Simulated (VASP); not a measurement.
The system is TaN.

```
Ta N
1.0
     0.00000    2.14527    2.14527
     2.14527    0.00000    2.14527
     2.14527    2.14527    0.00000
Ta N
1 1
Direct
  0.50000 0.50000 0.50000
  0.00000 0.00000 0.00000
```

Base run:

```yaml
Program: VASP 6.6.1
Functional: r2SCAN
Potentials_or_basis: VASP PAW PBE potentials, release 64 (Ta_sv_GW, N)
Cutoff: 660 eV
k_mesh: 10 × 10 × 10
Occupations: fermi-dirac, width 0.05 eV
Spin: no spin polarisation
```

Its results: band gap on the k mesh zero (band 9 reaches 17.23 eV, above the bottom of band 10 at 12.68 eV); pressure 30.2 GPa.

The run is repeated on the same cell with these changes: potentials or basis from VASP PAW PBE potentials, release 64 (Ta_sv_GW, N) to VASP PAW PBE potentials, release 64 (Ta_pv, N); cutoff from 660 eV to 520 eV; further incar settings from ALGO = Normal; EDIFF = 1e-06; NBANDS = 16 to ALGO = Normal; EDIFF = 1e-06; NBANDS = 15; valence electrons from 18 to 16. What comes out?

Band gap on the k mesh zero (band 8 reaches 12.64 eV, above the bottom of band 9 at 8.08 eV); pressure 32.6 GPa.

Caveats: the PAW data sets were made with another functional, which shifts forces and pressure a little; spin-orbit coupling is left out, which moves the levels of the heavy elements.
